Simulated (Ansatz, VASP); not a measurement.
**Hf3F in VASP and in Ansatz**

The input INCAR:

```
  PREC = Accurate
  ENCUT = 520
  EDIFF = 1E-6
  ISMEAR = 0
  SIGMA = 0.1
  LREAL = False
  LASPH = True
  NELM = 100
  ALGO = Normal
  ISIF = 2
  LWAVE = False
  LCHARG = False
  LDIPOL = True
  IDIPOL = 3
  DIPOL = 0.5 0.5 0.340
  NBANDS = 26
```

KPOINTS

```
Automatic mesh
0
Gamma
  9 9 1
```

POSCAR

```
Hf3F
1.0
    3.0829071749      0.0000000000      0.0000000000
    0.0000000000      3.0829071749      0.0000000000
    0.0000000000      0.0000000000     21.0927836031
Hf F
3 1
Direct
    0.5000000000      0.5000000000      0.1896383178
    0.0000000000      0.0000000000      0.2867330108
    0.5000000000      0.5000000000      0.3836754672
    0.6250000000      0.6250000000      0.5007771284
```

Input for Ansatz:

```yaml
crystal:
  lattice:
    - [3.0829071749, 0.0, 0.0]
    - [0.0, 3.0829071749, 0.0]
    - [0.0, 0.0, 21.0927836031]
  atoms:
    - { symbol: Hf, position: [0.5, 0.5, 0.1896383178] }
    - { symbol: Hf, position: [0.0, 0.0, 0.2867330108] }
    - { symbol: Hf, position: [0.5, 0.5, 0.3836754672] }
    - { symbol: F, position: [0.625, 0.625, 0.5007771284] }
basis:
  ecutwfc: 420
kpoints:
  mp_grid: { grid: [9, 9, 1] }
hamiltonian:
  xc: lda
scf:
  occupations: { method: gaussian, width: 0.1 }
output:
  forces: true
  eigenvalues: true
efield:
  axis: 3
  dipole_correction: true
  ramp_width: 0.04
```

Alike in both runs: task single point; functional LDA; k mesh 9 × 9 × 1; occupations gaussian, width 0.1 eV; no spin polarisation.

|  | VASP | Ansatz |
| --- | --- | --- |
| version | VASP 6.6.1 | Ansatz 0.2.0 |
| potentials or method | VASP PAW LDA potentials, release 64 (Hf_pv, F), cutoff 520 eV | scalar-relativistic, plane waves, PAW |
| valence electrons in the cell | 37 | 85 |

|  | VASP | Ansatz | Ansatz less VASP |
| --- | --- | --- | --- |
| gap on the k mesh at the Fermi level (eV) | none | none | - |
| rms of the force components (eV/Å) | 1.935 | 1.938 | +0.0022 |

LDA's correlation is that of Perdew and Zunger in VASP and of Perdew and Wang (1992) in Ansatz. Atom by atom the forces differ by 0.004 eV/Å (rms over components). A gap of «none» marks a metal or a gap that the smearing closes. VASP's potentials hold 37 valence electrons a cell and Ansatz's 85, so a difference there can come from the potentials and not from the codes.

Spin-orbit coupling is off throughout.
